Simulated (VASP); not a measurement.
**W: single point with LDA**

Crystal: W.

```
CELL_PARAMETERS angstrom
0.00000 2.24004 1.56221
2.24004 0.00000 1.56221
2.24004 2.24004 0.00000
ATOMIC_POSITIONS crystal
W 0.00000 0.00000 0.00000
```

| Item | Value |
| --- | --- |
| Program | VASP 6.6.1 |
| Task | single point |
| Functional | LDA |
| Potentials or basis | VASP PAW LDA potentials, release 64 (W_sv) |
| Cutoff | 520 eV |
| k mesh | 22 × 22 × 22 |
| Occupations | gaussian, width 0.15 eV |
| Spin | no spin polarisation |

| Item | Value |
| --- | --- |
| Pressure | -3.7 GPa |
| Band gap on the k mesh | zero (bands 7 and 8 overlap by 6.45 eV) |

Stress tensor (GPa, compression positive):
```
-5.13  0.00  0.00
 0.00 -5.13  0.00
 0.00  0.00 -0.83
```

Levels at points of the mesh, in eV from the Fermi level:
| k point | band 4 | band 5 | band 6 | band 7 | band 8 | band 9 | band 10 | band 11 |
| --- | --- | --- | --- | --- | --- | --- | --- | --- |
| (0.00, 0.00, 0.00) | -37.53 | -9.61 | -1.41 | -1.22 | -1.22 | 2.08 | 2.33 | 14.50 |
| (0.50, 0.00, 0.00) | -37.55 | -6.34 | -3.71 | 0.90 | 2.18 | 3.15 | 6.24 | 11.29 |
| (0.50, 0.50, 0.00) | -38.45 | -5.97 | -5.93 | 5.20 | 5.20 | 5.26 | 8.31 | 8.31 |
| (0.50, 0.00, 0.50) | -37.53 | -6.34 | -3.52 | 0.79 | 1.95 | 3.00 | 6.20 | 11.18 |

It took 120 s on 1 thread of AMD EPYC 7R13 Processor (Zen 3), on a shared host, peak memory 0.22 GiB.

Caveat: the cell stands under tension; spin-orbit coupling is left out, which moves the levels of the heavy elements.
